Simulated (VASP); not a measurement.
# Ca (P6_3/mmc) in VASP: further runs

The runs below take Ca through single point, with PBEsol.

All numbers are computed with VASP 6.6.1; they aren't measurements. Logs are shortened: lines on timing, memory, paths and dates and some standing lists are left out, and cuts for length are marked.

**1. The cell of the first run**

It takes space group P6_3/mmc (No. 194, hexagonal). Conventional cell: a = 4.287 Å, b = 4.287 Å, c = 5.619 Å, α = 90.00°, β = 90.00°, γ = 120.00°. Ca (site symmetry -6m2) has 12 Ca at 3.74 to 4.29 Å within 4.9 Å.

This isn't the form of Ca at room conditions, which is fcc.

**2. Single point, PBEsol**

Input file INCAR:

```
ALGO     = Fast           # electronic algorithm
EDIFF    = 1E-6           # SCF threshold, eV
ENCUT    = 520            # plane-wave cutoff, eV
GGA      = PS             # functional
ISIF     = 2              # what is computed and relaxed
ISMEAR   = 0              # smearing method
LASPH    = T              # aspherical terms in the spheres
LCHARG   = T              # write CHGCAR
LELF     = T              # ELF
LREAL    = F              # projectors in reciprocal space
LVHAR    = T            
LWAVE    = F              # write WAVECAR
NBANDS   = 17             # bands
NELM     = 100            # most SCF steps
PREC     = Accurate       # precision mode
SIGMA    = 0.15           # smearing width, eV
```

Input file KPOINTS:

```
k-points
0
Gamma
  18 18 8
```

Input file POSCAR:

```
Ca
1.0
    4.2873245168      0.0000000000      0.0000000000
   -2.1436622584      3.7129319458      0.0000000000
    0.0000000000      0.0000000000      5.6187656716
Ca
2
Direct
    0.3333333333      0.6666666667      0.2500000000
    0.6666666667      0.3333333333      0.7500000000
```

Potentials or basis: VASP PAW PBE potentials, release 64 (Ca_sv).

Command:

```console
cat potpaw_PBE.64/Ca_sv/POTCAR > POTCAR
mpirun -np 1 vasp_std > vasp.out
```

OUTCAR:

```text
EDIFF = 1E-6
   ENCUT = 520
   GGA = PS
   ISIF = 2
   ISMEAR = 0
   LASPH = T
   LREAL = F
   NELM = 100
   PREC = Accurate

 ion  position               nearest neighbor table
   1  0.333  0.667  0.250-
   2  0.667  0.333  0.750-

  LATTYP: Found a hexagonal cell.
 ALAT       =     4.2873245168
 C/A-ratio  =     1.3105529217

  Lattice vectors:

 A1 = (   4.2873245168,   0.0000000000,   0.0000000000)
 A2 = (  -2.1436622584,   3.7129319458,   0.0000000000)
 A3 = (   0.0000000000,   0.0000000000,   5.6187656716)

Analysis of symmetry for initial positions (statically):
=====================================================================
 Subroutine PRICEL returns:
 Original cell was already a primitive cell.

 Routine SETGRP: Setting up the symmetry group for a
 hexagonal supercell.

 Subroutine GETGRP returns: Found 24 space group operations
 (whereof 12 operations were pure point group operations)
 out of a pool of 24 trial point group operations.

The static configuration has the point symmetry D_3d.
 The point group associated with its full space group is D_6h.

Analysis of symmetry for dynamics (positions and initial velocities):
=====================================================================
 Subroutine PRICEL returns:
 Original cell was already a primitive cell.

 Routine SETGRP: Setting up the symmetry group for a
 hexagonal supercell.

 Subroutine GETGRP returns: Found 24 space group operations
 (whereof 12 operations were pure point group operations)
 out of a pool of 24 trial point group operations.

The dynamic configuration has the point symmetry D_3d.
 The point group associated with its full space group is D_6h.

 Subroutine INISYM returns: Found 24 space group operations
 (whereof 12 operations are pure point group operations),
 and found     1 'primitive' translations

----------------------------------------------------------------------------------------

                                     Primitive cell

  volume of cell :      89.4426

  direct lattice vectors                    reciprocal lattice vectors
     4.287324517  0.000000000  0.000000000     0.233245698  0.134664467  0.000000000
    -2.143662258  3.712931946  0.000000000     0.000000000  0.269328933  0.000000000
     0.000000000  0.000000000  5.618765672     0.000000000  0.000000000  0.177975032

  length of vectors
[... 75 lines left out ...]
   ICHARG =      2    charge: 1-file 2-atom 10-const
   ISPIN  =      1    spin polarized calculation?
   LNONCOLLINEAR =      F non collinear calculations
   LSORBIT =      F    spin-orbit coupling
   LASPH  =      T    aspherical Exc in radial PAW
   ENCUT  =  520.0 eV  38.22 Ry    6.18 a.u.   7.97  7.97 10.45*2*pi/ulx,y,z
   NELM   =    100;   NELMIN=  2; NELMDL= -5     # of ELM steps
   EDIFF  = 0.1E-05   stopping-criterion for ELM
   LREAL  =      F    real-space projection
   EDIFFG = 0.1E-04   stopping-criterion for IOM
   NSW    =      0    number of steps for IOM
   IBRION =     -1    ionic relax: 0-MD 1-quasi-New 2-CG
   NFREE  =      0    steps in history (QN), initial steepest desc. (CG)
   ISIF   =      2    stress and relaxation
   ISYM   =      2    0-nonsym 1-usesym 2-fastsym
   POTIM  = 0.5000    time-step for ionic-motion
   TEBEG  =    0.0;   TEEND  =   0.0 temperature during run
   PSTRESS=    0.0 pullay stress
   NELECT =      20.0000    total number of electrons
   NUPDOWN=      -1.0000    fix difference up-down
   EMIN   =  10.00;   EMAX   =-10.00  energy-range for DOS
   EFERMI =   0.00;   METHOD = LEGACY
   ISMEAR =     0;   SIGMA  =   0.15  broadening in eV -4-tet -1-fermi 0-gaus
   EFERMI_NEDOS =   21; number of points for ismear=-14 and -15
   IALGO  =     68    algorithm
   IMIX   =      4    mixing-type and parameters
     AMIX     =   0.40;   BMIX     =  1.00
     AMIX_MAG =   1.60;   BMIX_MAG =  1.00
  volume/ion in A,a.u.               =      44.72       301.79
  Fermi-wavevector in a.u.,A,eV,Ry     =   0.993658  1.877741 13.433785  0.987355
  Thomas-Fermi vector in A             =   2.125555
   LORBIT       =      0    0 simple, 1 ext, 2 COOP (PROOUT), +10 PAW based schemes
   GGA     = PS    functional components
   LHFCALC =     F    Hartree Fock is set to
   AEXX    =    0.0000 exact exchange contribution
   IVDW    =     0    specifies the selected vdW correction
   LEPSILON=     F    determine dielectric tensor
   LRPA    =     F    only Hartree local field effects (RPA)
 non-spin polarized calculation
 RMM-DIIS sequential band-by-band and
 Gauss-broadening in eV      SIGMA  =   0.15
  energy-cutoff  :      520.00
  volume of cell :       89.44
 maximum number of plane-waves:      2430
 NGX is ok and might be reduce to    32

 number of electron      19.9999996 magnetization

 Free energy of the ion-electron system (eV)
  ---------------------------------------------------
  ext. energy  EPLUGINS =         0.00000000
  ---------------------------------------------------
  free energy    TOTEN  =        -4.04227484 eV

  energy without entropy =       -4.00926834  energy(sigma->0) =       -4.02577159

 E-fermi :   1.6666     XC(G=0):  -7.6179

 val. band max:        1.6649335644   @ k =   0.3333   0.2222   0.0000
 cond. band min:       1.6799228107   @ k =   0.2778   0.2778   0.2500
 fundamental gap:      0.0149892463
 Fermi energy:         1.6666322267

 k-point     1 :       0.0000    0.0000    0.0000
  band No.  band energies     occupation
      1     -40.3269      2.00000
      2     -40.3026      2.00000
      3     -21.4830      2.00000
      4     -21.3698      2.00000
      5     -21.3698      2.00000
      6     -21.3228      2.00000
[... 457 lines left out ...]
      4     -21.4063      2.00000
      5     -21.3876      2.00000
      6     -21.3649      2.00000
[... 9 lines left out ...]
     16       5.0753      0.00000
     17       5.2400      0.00000

 [... further k-points ...]
[... 5 lines left out ...]
  --------------------------------------------------------------------------------------
  -------------------------------------------------------------------------------------
  Total       -1.3096706     -1.3096706      0.9626060     -0.0000000      0.0000000      0.0000000
  in kB      -23.4600217    -23.4600217     17.2430818     -0.0000000      0.0000000      0.0000000
  external PRESSURE =      -9.8923205 kB  Pullay stress =       0.0000000 kB

 VOLUME and BASIS-vectors are now :
 -----------------------------------------------------------------------------
  energy-cutoff  :      520.00
  volume of cell :       89.44
      direct lattice vectors                 reciprocal lattice vectors
     4.287324517  0.000000000  0.000000000     0.233245698  0.134664467  0.000000000
    -2.143662258  3.712931946  0.000000000     0.000000000  0.269328933  0.000000000
     0.000000000  0.000000000  5.618765672     0.000000000  0.000000000  0.177975032

 POSITION                                       TOTAL-FORCE (eV/Angst)
 -----------------------------------------------------------------------------------
     -0.00000      2.47529      1.40469         0.000000      0.000000      0.000000
      2.14366      1.23764      4.21407        -0.000000     -0.000000      0.000000
 -----------------------------------------------------------------------------------
    total drift:                                0.000000     -0.000000      0.000000

  FREE ENERGIE OF THE ION-ELECTRON SYSTEM (eV)
  ---------------------------------------------------
  free  energy   TOTEN  =        -4.0422748439 eV

  energy  without entropy=       -4.0092683444  energy(sigma->0) =       -4.02577159
```

It took 1.8 min on 1 thread of Intel Xeon 6975P-C (Granite Rapids), shared host; peak memory 0.37 GiB.

Results:

```yaml
Free_energy: -4.0423 eV
Pressure: -1.0 GPa
Band_gap_on_the_k_mesh: zero (bands 10 and 11 overlap by 0.52 eV)
```

Levels at points of the mesh, in eV from the Fermi level:
```
           k point  band 6  band 7  band 8  band 9  band 10  band 11  band 12  band 13  band 14  band 15
(0.00, 0.00, 0.00)  -22.99  -22.99  -22.98   -3.92    -0.42     0.91     1.97     1.97     2.31     2.31
(0.50, 0.00, 0.00)  -23.03  -23.03  -22.99   -1.47    -0.98     0.26     0.55     1.64     1.80     2.57
(0.00, 0.00, 0.50)  -23.01  -23.01  -23.01   -2.61    -2.61     1.75     1.75     1.75     1.75     2.04
(0.50, 0.00, 0.50)  -23.02  -22.99  -22.99   -0.67    -0.67    -0.01    -0.01     1.77     1.77     2.27
```

Caveat: the PAW data sets were made with another functional, which shifts forces and pressure a little.

**3. Single point, PBEsol**

This run uses another cell than the first one, of the same volume but with other edges.

Input file INCAR:

```
SYSTEM = Ca
PREC     = Accurate       ! precision mode
ENCUT    = 520            ! plane-wave cutoff, eV
EDIFF    = 1E-6           ! SCF threshold, eV
ISMEAR   = 0              ! smearing method
SIGMA    = 0.15           ! smearing width, eV
LREAL    = .FALSE.        ! projectors in reciprocal space
LASPH    = .TRUE.         ! aspherical terms in the spheres
NELM     = 100            ! most SCF steps
ALGO     = Fast           ! electronic algorithm
ISIF     = 2              ! what is computed and relaxed
LWAVE    = .FALSE.        ! write WAVECAR
LCHARG   = .TRUE.         ! write CHGCAR
GGA      = PS             ! functional
LELF     = .TRUE.         ! ELF
LVHAR    = .TRUE.       
NBANDS   = 17             ! bands
```

Input file KPOINTS:

```
regular mesh
0
G
  18 18 8
  0 0 0
```

Input file POSCAR:

```
Ca
1.0
    3.6467156625      0.0000000000      0.0000000000
   -1.8233578313      3.1581484041      0.0000000000
    0.0000000000      0.0000000000      7.7662225323
Ca
2
Direct
    0.3333333333      0.6666666667      0.2500000000
    0.6666666667      0.3333333333      0.7500000000
```

Potentials or basis: VASP PAW PBE potentials, release 64 (Ca_sv).

Command:

```console
cat potpaw_PBE.64/Ca_sv/POTCAR > POTCAR
mpirun -np 1 vasp_std > vasp.out
```

It took 2.5 min on 1 thread of Intel Xeon 6975P-C (Granite Rapids), shared host; peak memory 0.37 GiB.

It converged, with:

```
Free energy            : -3.8560 eV
Pressure               : -0.2 GPa
Band gap on the k mesh : zero (bands 10 and 11 overlap by 1.40 eV)
```

Stress tensor (GPa, compression positive):
```
 2.34  0.00  0.00
 0.00  2.34  0.00
 0.00  0.00 -5.40
```

Levels at points of the mesh, in eV from the Fermi level:
```csv
k point,band 6,band 7,band 8,band 9,band 10,band 11,band 12,band 13,band 14,band 15
"(0.00, 0.00, 0.00)",-22.90,-22.90,-22.90,-3.90,-1.98,-0.91,1.20,2.39,2.39,2.47
"(0.50, 0.00, 0.00)",-22.95,-22.95,-22.95,-0.67,-0.34,0.26,0.46,1.11,1.27,2.92
"(0.00, 0.00, 0.50)",-22.90,-22.90,-22.90,-3.25,-3.25,0.47,0.47,2.42,2.42,2.42
"(0.50, 0.00, 0.50)",-22.96,-22.95,-22.95,-0.50,-0.50,0.36,0.36,1.14,1.14,3.22
```

Caveat: the PAW data sets were made with another functional, which shifts forces and pressure a little.
